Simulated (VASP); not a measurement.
# NiPt5 (P4/mmm) in VASP: single point with PBE

Aim: the single point of NiPt5 with PBE.

All numbers are computed with VASP 6.6.1; they aren't measurements. Logs are shortened: lines on timing, memory, paths and dates and some standing lists are left out, and cuts for length are marked.

**1. The cell of the first run**

Symmetry: P4/mmm, No. 123, tetragonal system. Conventional cell: a = 2.777 Å, b = 2.777 Å, c = 11.590 Å, α = 90.00°, β = 90.00°, γ = 90.00°. Within 3.5 Å of Ni (site symmetry 4/mmm) lie 8 Pt at 2.62 Å and 4 Ni at 2.78 Å. Within 4.1 Å of Pt (site symmetry 4mm) lie 17 Pt at 2.78 to 4.04 Å and 1 Ni at 3.77 Å. Within 3.7 Å of Pt (site symmetry 4/mmm) lie 12 Pt at 2.78 to 2.82 Å. Within 3.5 Å of Pt (site symmetry 4mm) lie 4 Ni at 2.62 Å and 9 Pt at 2.78 to 3.47 Å.

**2. Single point, PBE, collinear spin**

Contents of INCAR:

```
SYSTEM = NiPt5
PREC = Accurate
ENCUT = 520
EDIFF = 1E-7
ISMEAR = 0
SIGMA = 0.1
LREAL = .FALSE.
LASPH = .TRUE.
NELM = 150
ALGO = Normal
ISIF = 2
LWAVE = .FALSE.
LCHARG = .FALSE.
ISPIN = 2
MAGMOM = 0.81 0 0 0 0.28 0.28
LORBIT = 11
LMAXMIX = 4
GGA = PE
NBANDS = 43
KPAR = 4
```

Contents of KPOINTS:

```
regular mesh
0
G
  14 14 4
  0 0 0
```

Contents of POSCAR:

```
NiPt5
1.0
    2.7768086375      0.0000000000      0.0000000000
    0.0000000000      2.7768086375      0.0000000000
    0.0000000000      0.0000000000     11.5895702701
Ni Pt
1 5
Direct
    0.0000000000      0.0000000000      0.5000000000
    0.0000000000      0.0000000000      0.8256222743
    0.5000000000      0.5000000000      0.0000000000
    0.0000000000      0.0000000000      0.1743777257
    0.5000000000      0.5000000000      0.3503363603
    0.5000000000      0.5000000000      0.6496636397
```

Potentials or basis: VASP PAW PBE potentials, release 64 (Ni, Pt).

Command:

```sh
cat potpaw_PBE.64/Ni/POTCAR potpaw_PBE.64/Pt/POTCAR > POTCAR
mpirun -np 4 vasp_std > vasp.out
```

OUTCAR:

```text
SYSTEM = NiPt5
   PREC = Accurate
   ENCUT = 520
   EDIFF = 1E-7
   ISMEAR = 0
   LREAL = .FALSE.
   LASPH = .TRUE.
   NELM = 150
   ISIF = 2
   ISPIN = 2
   LORBIT = 11
   GGA = PE

 ion  position               nearest neighbor table
   1  0.000  0.000  0.500-   5 2.62   6 2.62   5 2.62   6 2.62   5 2.62   6 2.62   5 2.62   6 2.62

   2  0.000  0.000  0.826-   3 2.82   3 2.82   3 2.82   3 2.82   6 2.83   6 2.83   6 2.83   6 2.83

   3  0.500  0.500  0.000-   2 2.82   4 2.82   2 2.82   4 2.82   2 2.82   4 2.82   2 2.82   4 2.82

   4  0.000  0.000  0.174-   3 2.82   3 2.82   3 2.82   3 2.82   5 2.83   5 2.83   5 2.83   5 2.83

   5  0.500  0.500  0.350-   1 2.62   1 2.62   1 2.62   1 2.62   4 2.83   4 2.83   4 2.83   4 2.83
                             6 3.47
   6  0.500  0.500  0.650-   1 2.62   1 2.62   1 2.62   1 2.62   2 2.83   2 2.83   2 2.83   2 2.83
                             5 3.47

  LATTYP: Found a simple tetragonal cell.
 ALAT       =     2.7768086375
 C/A-ratio  =     4.1737014620

  Lattice vectors:

 A1 = (   2.7768086375,   0.0000000000,   0.0000000000)
 A2 = (   0.0000000000,   2.7768086375,   0.0000000000)
 A3 = (   0.0000000000,   0.0000000000,  11.5895702701)

Analysis of symmetry for initial positions (statically):
=====================================================================
 Subroutine PRICEL returns:
 Original cell was already a primitive cell.

 Routine SETGRP: Setting up the symmetry group for a
 simple tetragonal supercell.

 Subroutine GETGRP returns: Found 16 space group operations
 (whereof 16 operations were pure point group operations)
 out of a pool of 16 trial point group operations.

The static configuration has the point symmetry D_4h.

Analysis of symmetry for dynamics (positions and initial velocities):
=====================================================================
 Subroutine PRICEL returns:
 Original cell was already a primitive cell.

 Routine SETGRP: Setting up the symmetry group for a
 simple tetragonal supercell.

 Subroutine GETGRP returns: Found 16 space group operations
 (whereof 16 operations were pure point group operations)
 out of a pool of 16 trial point group operations.

The dynamic configuration has the point symmetry D_4h.

Analysis of structural, dynamic, and magnetic symmetry:
=====================================================================
 Subroutine PRICEL returns:
 Original cell was already a primitive cell.

 Routine SETGRP: Setting up the symmetry group for a
 simple tetragonal supercell.

 Subroutine GETGRP returns: Found 16 space group operations
 (whereof 16 operations were pure point group operations)
 out of a pool of 16 trial point group operations.

The overall configuration has the point symmetry D_4h.

 Subroutine INISYM returns: Found 16 space group operations
 (whereof 16 operations are pure point group operations),
 and found     1 'primitive' translations

----------------------------------------------------------------------------------------

                                     Primitive cell

  volume of cell :      89.3633

  direct lattice vectors                    reciprocal lattice vectors
     2.776808637  0.000000000  0.000000000     0.360125644  0.000000000  0.000000000
     0.000000000  2.776808637  0.000000000     0.000000000  0.360125644  0.000000000
     0.000000000  0.000000000 11.589570270     0.000000000  0.000000000  0.086284476

  length of vectors
     2.776808637  2.776808637 11.589570270     0.360125644  0.360125644  0.086284476

  position of ions in fractional coordinates (direct lattice)
     0.000000000  0.000000000  0.500000000
     0.000000000  0.000000000  0.825622274
     0.500000000  0.500000000  0.000000000
     0.000000000  0.000000000  0.174377726
     0.500000000  0.500000000  0.350336360
     0.500000000  0.500000000  0.649663640

  ion indices of the primitive-cell ions
   primitive index   ion index
                 1           1
                 2           2
                 3           3
                 4           4
[... 35 lines left out ...]
  0.285714  0.000000  0.000000      4.000000
  0.357143  0.000000  0.000000      4.000000
[... 16 lines left out ...]
  0.285714  0.214286  0.000000      8.000000
  0.357143  0.214286  0.000000      8.000000
 [... further k-points ...]
   k-points           NKPTS =    108   k-points in BZ     NKDIM =    108   number of bands    NBANDS=     43
   number of dos      NEDOS =    301   number of ions     NIONS =      6
   total plane-waves  NPLWV =  51840
   dimension x,y,z NGX =    24 NGY =   24 NGZ =   90
   dimension x,y,z NGXF=    48 NGYF=   48 NGZF=  180
   ions per type =               1   5
   NGX,Y,Z   is equivalent  to a cutoff of  14.37, 14.37, 12.91 a.u.
   NGXF,Y,Z  is equivalent  to a cutoff of  28.74, 28.74, 25.82 a.u.
 SYSTEM =  NiPt5
   PREC   = accura    normal or accurate (medium, high low for compatibility)
   ISTART =      0    job   : 0-new  1-cont  2-samecut
   ICHARG =      2    charge: 1-file 2-atom 10-const
   ISPIN  =      2    spin polarized calculation?
   LNONCOLLINEAR =      F non collinear calculations
   LSORBIT =      F    spin-orbit coupling
   LASPH  =      T    aspherical Exc in radial PAW
   ENCUT  =  520.0 eV  38.22 Ry    6.18 a.u.   5.16  5.16 21.55*2*pi/ulx,y,z
   NELM   =    150;   NELMIN=  2; NELMDL= -5     # of ELM steps
   EDIFF  = 0.1E-06   stopping-criterion for ELM
   LREAL  =      F    real-space projection
   EDIFFG = 0.1E-05   stopping-criterion for IOM
   NSW    =      0    number of steps for IOM
   IBRION =     -1    ionic relax: 0-MD 1-quasi-New 2-CG
   NFREE  =      0    steps in history (QN), initial steepest desc. (CG)
   ISIF   =      2    stress and relaxation
   ISYM   =      2    0-nonsym 1-usesym 2-fastsym
   POTIM  = 0.5000    time-step for ionic-motion
   TEBEG  =    0.0;   TEEND  =   0.0 temperature during run
   PSTRESS=    0.0 pullay stress
   NELECT =      60.0000    total number of electrons
   NUPDOWN=      -1.0000    fix difference up-down
   EMIN   =  10.00;   EMAX   =-10.00  energy-range for DOS
   EFERMI =   0.00;   METHOD = LEGACY
   ISMEAR =     0;   SIGMA  =   0.10  broadening in eV -4-tet -1-fermi 0-gaus
   EFERMI_NEDOS =   21; number of points for ismear=-14 and -15
   IALGO  =     38    algorithm
   IMIX   =      4    mixing-type and parameters
     AMIX     =   0.40;   BMIX     =  1.00
     AMIX_MAG =   1.60;   BMIX_MAG =  1.00
  volume/ion in A,a.u.               =      14.89       100.51
  Fermi-wavevector in a.u.,A,eV,Ry     =   1.433526  2.708971 27.959920  2.054996
  Thomas-Fermi vector in A             =   2.553034
   LORBIT       =     11    0 simple, 1 ext, 2 COOP (PROOUT), +10 PAW based schemes
   GGA     = PE    functional components
   LHFCALC =     F    Hartree Fock is set to
   AEXX    =    0.0000 exact exchange contribution
   IVDW    =     0    specifies the selected vdW correction
   LEPSILON=     F    determine dielectric tensor
   LRPA    =     F    only Hartree local field effects (RPA)
 spin polarized calculation
 Gauss-broadening in eV      SIGMA  =   0.10
  energy-cutoff  :      520.00
  volume of cell :       89.36
 maximum number of plane-waves:      2456
 NGX is ok and might be reduce to    24
   NGX = 11   NGY = 11   NGZ = 43

 number of electron      59.9999994 magnetization       1.4484568

 Free energy of the ion-electron system (eV)
  ---------------------------------------------------
  ext. energy  EPLUGINS =         0.00000000
  ---------------------------------------------------
  free energy    TOTEN  =       -36.21174970 eV

  energy without entropy =      -36.16339335  energy(sigma->0) =      -36.18757152

 E-fermi :  10.3679     XC(G=0): -13.2489

 val. band max:       10.3671356688   @ k =   0.5000   0.1429   0.0000
 cond. band min:      10.3679385857   @ k =   0.0000   0.0000   0.5000
 fundamental gap:      0.0008029169
 Fermi energy:        10.3678876433

 spin component 1

 k-point     1 :       0.0000    0.0000    0.0000
  band No.  band energies     occupation
      1       0.6602      1.00000
      2       1.8971      1.00000
      3       2.2008      1.00000
      4       3.7054      1.00000
      5       3.7838      1.00000
      6       4.1901      1.00000
[... 1069 lines left out ...]
     41      20.3162      0.00000
     42      20.6040      0.00000

 [... further k-points ...]

 spin component 2

 k-point     1 :       0.0000    0.0000    0.0000
  band No.  band energies     occupation
      1       0.6730      1.00000
      2       1.9135      1.00000
      3       2.2163      1.00000
      4       3.7432      1.00000
      5       3.8271      1.00000
      6       4.2592      1.00000
[... 1069 lines left out ...]
     41      20.3876      0.00000
     42      20.6745      0.00000

 [... further k-points ...]

 [bands above 42 left out]

------------------------ aborting loop because EDIFF is reached ----------------------------------------

  FORCE on cell =-STRESS in cart. coord.  units (eV):
  Direction    XX          YY          ZZ          XY          YZ          ZX
  --------------------------------------------------------------------------------------
  -------------------------------------------------------------------------------------
  Total       -0.3060909     -0.3060909     -0.2815279      0.0000000      0.0000000      0.0000000
  in kB       -5.4878434     -5.4878434     -5.0474594      0.0000000      0.0000000      0.0000000
  external PRESSURE =      -5.3410488 kB  Pullay stress =       0.0000000 kB

 VOLUME and BASIS-vectors are now :
 -----------------------------------------------------------------------------
  energy-cutoff  :      520.00
  volume of cell :       89.36
      direct lattice vectors                 reciprocal lattice vectors
     2.776808637  0.000000000  0.000000000     0.360125644  0.000000000  0.000000000
     0.000000000  2.776808637  0.000000000     0.000000000  0.360125644  0.000000000
     0.000000000  0.000000000 11.589570270     0.000000000  0.000000000  0.086284476

 POSITION                                       TOTAL-FORCE (eV/Angst)
 -----------------------------------------------------------------------------------
      0.00000      0.00000      5.79479         0.000000      0.000000      0.000000
      0.00000      0.00000      9.56861         0.000000     -0.000000     -0.004295
      1.38840      1.38840      0.00000         0.000000      0.000000      0.000000
      0.00000      0.00000      2.02096        -0.000000     -0.000000      0.004295
      1.38840      1.38840      4.06025         0.000000      0.000000     -0.022286
      1.38840      1.38840      7.52932         0.000000      0.000000      0.022286
 -----------------------------------------------------------------------------------
    total drift:                                0.000000     -0.000000     -0.000000

  FREE ENERGIE OF THE ION-ELECTRON SYSTEM (eV)
  ---------------------------------------------------
  free  energy   TOTEN  =       -36.2117496990 eV

  energy  without entropy=      -36.1633933485  energy(sigma->0) =      -36.18757152

 total charge

# of ion       s       p       d       tot
------------------------------------------
    1        0.435   0.456   8.293   9.183
    2        0.621   0.564   8.026   9.211
    3        0.620   0.571   8.023   9.215
    4        0.621   0.564   8.026   9.211
    5        0.652   0.582   8.024   9.259
    6        0.652   0.582   8.024   9.259
--------------------------------------------------
tot          3.602   3.320  48.415  55.337

 magnetization (x)

# of ion       s       p       d       tot
------------------------------------------
    1        0.001  -0.006   0.743   0.738
    2       -0.002  -0.004   0.091   0.085
    3       -0.001  -0.002   0.063   0.060
    4       -0.002  -0.004   0.091   0.085
    5       -0.005  -0.011   0.260   0.244
    6       -0.005  -0.011   0.260   0.244
--------------------------------------------------
tot         -0.015  -0.038   1.510   1.457
```

It took 5.9 min on 4 MPI ranks of Intel Xeon Platinum 8259CL at 2.50GHz (Skylake/Cascade Lake), shared host; peak memory 0.69 GiB.

What came out:

- Free energy: -36.2117 eV
- Pressure: -0.5 GPa
- Largest force: 0.022 eV/Å
- Net moment: 1.45 μB per cell
- Site moments: Ni +0.74; Pt +0.09, +0.06, +0.24 (each value once) μB
- Valence electrons inside the program's atomic spheres: Ni 9.18; Pt 9.21, 9.26 (each value once)

Forces in eV/Å, atoms in the order of the input:
```
Ni   0.000  0.000  0.000
Pt   0.000  0.000 -0.004
Pt   0.000  0.000  0.000
Pt   0.000  0.000  0.004
Pt   0.000  0.000 -0.022
Pt   0.000  0.000  0.022
```

Caveat: spin-orbit coupling is left out, which moves the levels of the heavy elements.
